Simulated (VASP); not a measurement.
# MoPt in VASP: a series of runs

The runs below take MoPt through single point, with PBE.

Program: VASP 6.6.1. These are calculated values, not measurements. Logs are shortened: lines on timing, memory, paths and dates and some standing lists are left out, and cuts for length are marked.

### 1 The cell of the first run

The cell holds a sheet with vacuum, 2 atoms: a = 3.551 Å, b = 3.551 Å, c = 23.800 Å, α = 90.00°, β = 90.00°, γ = 90.00°.

### 2 Single point, PBE

INCAR

```
SYSTEM = MoPt
PREC     = Accurate       ! precision mode
ENCUT    = 520            ! plane-wave cutoff, eV
EDIFF    = 1E-6           ! SCF threshold, eV
ISMEAR   = -1             ! smearing method
SIGMA    = 0.05           ! smearing width, eV
LREAL    = .False.        ! projectors in reciprocal space
LASPH    = .True.         ! aspherical terms in the spheres
NELM     = 60             ! most SCF steps
ALGO     = Normal         ! electronic algorithm
ISIF     = 2              ! what is computed and relaxed
LWAVE    = .False.        ! write WAVECAR
LCHARG   = .True.         ! write CHGCAR
GGA      = PE             ! functional
LELF     = .True.         ! ELF
LVHAR    = .True.       
NBANDS   = 19             ! bands
```

KPOINTS

```
regular mesh
0
Gamma
  8 8 1
  0 0 0
```

POSCAR

```
MoPt
1.0
    3.5513000000      0.0000000000      0.0000000000
    0.0000000000      3.5513000000      0.0000000000
    0.0000000000      0.0000000000     23.8000000000
Mo Pt
1 1
Direct
    0.5000000000      0.5000000000      0.2941200000
    0.0000000000      0.0000000000      0.2941200000
```

Potentials or basis: VASP PAW PBE potentials, release 64 (Mo_sv, Pt).

Started as:

```sh
$ cat potpaw_PBE.64/Mo_sv/POTCAR potpaw_PBE.64/Pt/POTCAR > POTCAR
$ mpirun -np 1 vasp_std > vasp.out
```

OUTCAR:

```text
SYSTEM = MoPt
   PREC = Accurate
   ENCUT = 520
   EDIFF = 1E-6
   ISMEAR = -1
   LREAL = .False.
   LASPH = .True.
   NELM = 60
   ISIF = 2
   GGA = PE

 ion  position               nearest neighbor table
   1  0.500  0.500  0.294-   2 2.51   2 2.51   2 2.51   2 2.51
   2  0.000  0.000  0.294-   1 2.51   1 2.51   1 2.51   1 2.51

  LATTYP: Found a simple tetragonal cell.
 ALAT       =     3.5513000000
 C/A-ratio  =     6.7017711824

  Lattice vectors:

 A1 = (   3.5513000000,   0.0000000000,   0.0000000000)
 A2 = (   0.0000000000,   3.5513000000,   0.0000000000)
 A3 = (   0.0000000000,   0.0000000000,  23.8000000000)

Analysis of symmetry for initial positions (statically):
=====================================================================
 Subroutine PRICEL returns:
 Original cell was already a primitive cell.

 Routine SETGRP: Setting up the symmetry group for a
 simple tetragonal supercell.

 Subroutine GETGRP returns: Found 16 space group operations
 (whereof  8 operations were pure point group operations)
 out of a pool of 16 trial point group operations.

The static configuration has the point symmetry C_4v.
 The point group associated with its full space group is D_4h.

Analysis of symmetry for dynamics (positions and initial velocities):
=====================================================================
 Subroutine PRICEL returns:
 Original cell was already a primitive cell.

 Routine SETGRP: Setting up the symmetry group for a
 simple tetragonal supercell.

 Subroutine GETGRP returns: Found 16 space group operations
 (whereof  8 operations were pure point group operations)
 out of a pool of 16 trial point group operations.

The dynamic configuration has the point symmetry C_4v.
 The point group associated with its full space group is D_4h.

 Subroutine INISYM returns: Found 16 space group operations
 (whereof  8 operations are pure point group operations),
 and found     1 'primitive' translations

----------------------------------------------------------------------------------------

                                     Primitive cell

  volume of cell :     300.1592

  direct lattice vectors                    reciprocal lattice vectors
     3.551300000  0.000000000  0.000000000     0.281587024  0.000000000  0.000000000
     0.000000000  3.551300000  0.000000000     0.000000000  0.281587024  0.000000000
     0.000000000  0.000000000 23.800000000     0.000000000  0.000000000  0.042016807

  length of vectors
     3.551300000  3.551300000 23.800000000     0.281587024  0.281587024  0.042016807

  position of ions in fractional coordinates (direct lattice)
     0.500000000  0.500000000  0.294120000
     0.000000000  0.000000000  0.294120000

  ion indices of the primitive-cell ions
   primitive index   ion index
                 1           1
                 2           2

----------------------------------------------------------------------------------------

 KPOINTS: regular mesh

Automatic generation of k-mesh.
 Grid dimensions read from file:
 generate k-points for:    8    8    1

 Generating k-lattice:

  Cartesian coordinates                     Fractional coordinates (reciprocal lattice)
     0.035198378  0.000000000  0.000000000     0.125000000  0.000000000  0.000000000
     0.000000000  0.035198378  0.000000000     0.000000000  0.125000000  0.000000000
     0.000000000  0.000000000  0.042016807     0.000000000  0.000000000  1.000000000

  Length of vectors
     0.035198378  0.035198378  0.042016807

  Shift w.r.t. Gamma in fractional coordinates (k-lattice)
     0.000000000  0.000000000  0.000000000

 Subroutine IBZKPT returns following result:
 ===========================================

 Found     15 irreducible k-points:

 Following reciprocal coordinates:
            Coordinates               Weight
  0.000000  0.000000  0.000000      1.000000
  0.125000  0.000000  0.000000      4.000000
  0.250000  0.000000  0.000000      4.000000
  0.375000  0.000000  0.000000      4.000000
  0.500000  0.000000  0.000000      2.000000
  0.125000  0.125000  0.000000      4.000000
  0.250000  0.125000  0.000000      8.000000
  0.375000  0.125000  0.000000      8.000000
  0.500000  0.125000  0.000000      4.000000
  0.250000  0.250000  0.000000      4.000000
  0.375000  0.250000  0.000000      8.000000
  0.500000  0.250000  0.000000      4.000000
  0.375000  0.375000  0.000000      4.000000
  0.500000  0.375000  0.000000      4.000000
  0.500000  0.500000  0.000000      1.000000
   k-points           NKPTS =     15   k-points in BZ     NKDIM =     15   number of bands    NBANDS=     19
   number of dos      NEDOS =    301   number of ions     NIONS =      2
   total plane-waves  NPLWV = 141120
   dimension x,y,z NGX =    28 NGY =   28 NGZ =  180
   dimension x,y,z NGXF=    56 NGYF=   56 NGZF=  360
   ions per type =               1   1
   NGX,Y,Z   is equivalent  to a cutoff of  13.11, 13.11, 12.57 a.u.
   NGXF,Y,Z  is equivalent  to a cutoff of  26.22, 26.22, 25.15 a.u.
 SYSTEM =  MoPt
   PREC   = accura    normal or accurate (medium, high low for compatibility)
   ISTART =      0    job   : 0-new  1-cont  2-samecut
   ICHARG =      2    charge: 1-file 2-atom 10-const
   ISPIN  =      1    spin polarized calculation?
   LNONCOLLINEAR =      F non collinear calculations
   LSORBIT =      F    spin-orbit coupling
   LASPH  =      T    aspherical Exc in radial PAW
   ENCUT  =  520.0 eV  38.22 Ry    6.18 a.u.   6.60  6.60 44.25*2*pi/ulx,y,z
   NELM   =     60;   NELMIN=  2; NELMDL= -5     # of ELM steps
   EDIFF  = 0.1E-05   stopping-criterion for ELM
   LREAL  =      F    real-space projection
   EDIFFG = 0.1E-04   stopping-criterion for IOM
   NSW    =      0    number of steps for IOM
   IBRION =     -1    ionic relax: 0-MD 1-quasi-New 2-CG
   NFREE  =      0    steps in history (QN), initial steepest desc. (CG)
   ISIF   =      2    stress and relaxation
   ISYM   =      2    0-nonsym 1-usesym 2-fastsym
   POTIM  = 0.5000    time-step for ionic-motion
   TEBEG  =    0.0;   TEEND  =   0.0 temperature during run
   PSTRESS=    0.0 pullay stress
   NELECT =      24.0000    total number of electrons
   NUPDOWN=      -1.0000    fix difference up-down
   EMIN   =  10.00;   EMAX   =-10.00  energy-range for DOS
   EFERMI =   0.00;   METHOD = LEGACY
   ISMEAR =    -1;   SIGMA  =   0.05  broadening in eV -4-tet -1-fermi 0-gaus
   EFERMI_NEDOS =   21; number of points for ismear=-14 and -15
   IALGO  =     38    algorithm
   IMIX   =      4    mixing-type and parameters
     AMIX     =   0.40;   BMIX     =  1.00
     AMIX_MAG =   1.60;   BMIX_MAG =  1.00
  volume/ion in A,a.u.               =     150.08      1012.79
  Fermi-wavevector in a.u.,A,eV,Ry     =   0.705280  1.332785  6.767802  0.497419
  Thomas-Fermi vector in A             =   1.790748
   LORBIT       =      0    0 simple, 1 ext, 2 COOP (PROOUT), +10 PAW based schemes
   GGA     = PE    functional components
   LHFCALC =     F    Hartree Fock is set to
   AEXX    =    0.0000 exact exchange contribution
   IVDW    =     0    specifies the selected vdW correction
   LEPSILON=     F    determine dielectric tensor
   LRPA    =     F    only Hartree local field effects (RPA)
 non-spin polarized calculation
  energy-cutoff  :      520.00
  volume of cell :      300.16
 maximum number of plane-waves:      8125
 NGX is ok and might be reduce to    28
   NGX = 13   NGY = 13   NGZ = 89

 number of electron      24.0000004 magnetization

 Free energy of the ion-electron system (eV)
  ---------------------------------------------------
  ext. energy  EPLUGINS =         0.00000000
  ---------------------------------------------------
  free energy    TOTEN  =       -13.22931995 eV

  energy without entropy =      -13.18198248  energy(sigma->0) =      -13.20565122

 E-fermi :  -3.1859     XC(G=0):  -2.1650

 val. band max:       -3.2142565015   @ k =   0.5000   0.0000   0.0000
 cond. band min:      -3.1752702540   @ k =   0.5000   0.2500   0.0000
 fundamental gap:      0.0389862475
 Fermi energy:        -3.1859202317

 k-point     1 :       0.0000    0.0000    0.0000
  band No.  band energies     occupation
      1     -64.5702      2.00000
      2     -38.6423      2.00000
      3     -38.6423      2.00000
      4     -38.6352      2.00000
      5     -10.0508      2.00000
      6      -9.6124      2.00000
[... 11 lines left out ...]
     18       1.8209      0.00000
     19       2.0133      0.00000

 k-point     2 :       0.1250    0.0000    0.0000
  band No.  band energies     occupation
      1     -64.5690      2.00000
      2     -38.6579      2.00000
      3     -38.6472      2.00000
      4     -38.6346      2.00000
      5      -9.7517      2.00000
      6      -9.3907      2.00000
[... 11 lines left out ...]
     18       2.0357      0.00000
     19       2.1948      0.00000

 k-point     3 :       0.2500    0.0000    0.0000
  band No.  band energies     occupation
      1     -64.5659      2.00000
      2     -38.6954      2.00000
      3     -38.6590      2.00000
      4     -38.6333      2.00000
      5      -8.9516      2.00000
      6      -8.7147      2.00000
[... 11 lines left out ...]
     18       2.1835      0.00000
     19       2.6558      0.00000

 k-point     4 :       0.3750    0.0000    0.0000
  band No.  band energies     occupation
      1     -64.5629      2.00000
      2     -38.7326      2.00000
      3     -38.6708      2.00000
      4     -38.6320      2.00000
      5      -8.1349      2.00000
      6      -7.4694      2.00000
[... 209 lines left out ...]
     18       4.0278      0.00000
     19       4.5117      0.00000

 k-point    14 :       0.5000    0.3750    0.0000
  band No.  band energies     occupation
      1     -64.5629      2.00000
      2     -38.7064      2.00000
      3     -38.6958      2.00000
      4     -38.6254      2.00000
      5      -8.2938      2.00000
      6      -8.1096      2.00000
[... 11 lines left out ...]
     18       3.2112      0.00000
     19       4.6829      0.00000

 k-point    15 :       0.5000    0.5000    0.0000
  band No.  band energies     occupation
      1     -64.5632      2.00000
      2     -38.6993      2.00000
      3     -38.6993      2.00000
      4     -38.6243      2.00000
      5      -8.4408      2.00000
      6      -8.2813      2.00000
[... 11 lines left out ...]
     18       3.6165      0.00000
     19       4.3109      0.00000

------------------------ aborting loop because EDIFF is reached ----------------------------------------

  FORCE on cell =-STRESS in cart. coord.  units (eV):
  Direction    XX          YY          ZZ          XY          YZ          ZX
  --------------------------------------------------------------------------------------
  -------------------------------------------------------------------------------------
  Total       -0.7245436     -0.7245436     -0.0184659      0.0000000      0.0000000     -0.0000000
  in kB       -3.8674386     -3.8674386     -0.0985664      0.0000000      0.0000000     -0.0000000
  external PRESSURE =      -2.6111479 kB  Pullay stress =       0.0000000 kB

 VOLUME and BASIS-vectors are now :
 -----------------------------------------------------------------------------
  energy-cutoff  :      520.00
  volume of cell :      300.16
      direct lattice vectors                 reciprocal lattice vectors
     3.551300000  0.000000000  0.000000000     0.281587024  0.000000000  0.000000000
     0.000000000  3.551300000  0.000000000     0.000000000  0.281587024  0.000000000
     0.000000000  0.000000000 23.800000000     0.000000000  0.000000000  0.042016807

 POSITION                                       TOTAL-FORCE (eV/Angst)
 -----------------------------------------------------------------------------------
      1.77565      1.77565      7.00006         0.000000     -0.000000     -0.000000
      0.00000      0.00000      7.00006        -0.000000      0.000000      0.000000
 -----------------------------------------------------------------------------------
    total drift:                                0.000000      0.000000      0.000034

  FREE ENERGIE OF THE ION-ELECTRON SYSTEM (eV)
  ---------------------------------------------------
  free  energy   TOTEN  =       -13.2293199467 eV

  energy  without entropy=      -13.1819824836  energy(sigma->0) =      -13.20565122
```

It took 4 min on 1 thread of Intel Xeon 8259CL, shared host; peak memory 0.41 GiB.

Results:

```yaml
Free_energy: -13.2293 eV
Band_gap_on_the_k_mesh: zero (bands 12 and 13 overlap by 2.03 eV)
```

Levels at points of the mesh, in eV from the Fermi level:
| k point | band 8 | band 9 | band 10 | band 11 | band 12 | band 13 | band 14 | band 15 |
| --- | --- | --- | --- | --- | --- | --- | --- | --- |
| (0.00, 0.00, 0.00) | -3.44 | -3.44 | -3.05 | 0.41 | 0.57 | 1.03 | 1.03 | 2.16 |
| (0.50, 0.00, 0.00) | -2.88 | -2.80 | -2.66 | -1.62 | -1.57 | -1.22 | -0.26 | -0.03 |
| (0.50, 0.50, 0.00) | -4.45 | -2.69 | -1.97 | 0.31 | 0.81 | 1.26 | 1.26 | 1.67 |

Caveat: spin-orbit coupling is left out, which moves the levels of the heavy elements.

### 3 Single point, PBE

INCAR

```
ALGO = Normal ; DIPOL = 0.5 0.5 0.294
EDIFF = 1E-7 ; ENCUT = 520
GGA = PE ; IDIPOL = 3
ISIF = 2 ; ISMEAR = -1
LASPH = T ; LCHARG = T
LDIPOL = T ; LELF = T
LREAL = F ; LVACPOTAV = T
LVHAR = T ; LWAVE = F
NBANDS = 19 ; NELM = 60
PREC = Accurate ; SIGMA = 0.05
```

KPOINTS

```
k-points
0
Gamma
  8 8 1
```

POSCAR is that of step 2.

Potentials or basis: VASP PAW PBE potentials, release 64 (Mo_sv, Pt).

Started as:

```sh
$ cat potpaw_PBE.64/Mo_sv/POTCAR potpaw_PBE.64/Pt/POTCAR > POTCAR
$ mpirun -np 1 vasp_std > vasp.out
```

Run time: 5.2 min. Hardware: 1 thread of Intel Xeon 8259CL, shared host; peak memory 0.42 GiB.

It converged, with:

```
Free energy                     : -13.2293 eV
Band gap on the k mesh          : zero (bands 12 and 13 overlap by 2.03 eV)
Work function of the upper face : 5.01 eV
Work function of the lower face : 5.01 eV
```

Levels at points of the mesh, in eV from the Fermi level:
```csv
k point,band 9,band 10,band 11,band 12,band 13,band 14
"(0.00, 0.00, 0.00)",-3.44,-3.05,0.41,0.57,1.03,1.03
"(0.50, 0.00, 0.00)",-2.80,-2.66,-1.62,-1.57,-1.22,-0.26
"(0.50, 0.50, 0.00)",-2.69,-1.97,0.31,0.81,1.26,1.26
```

Caveat: spin-orbit coupling is left out, which moves the levels of the heavy elements.

The gap in the log of VASP goes by the Fermi energy; the results here count the filled bands.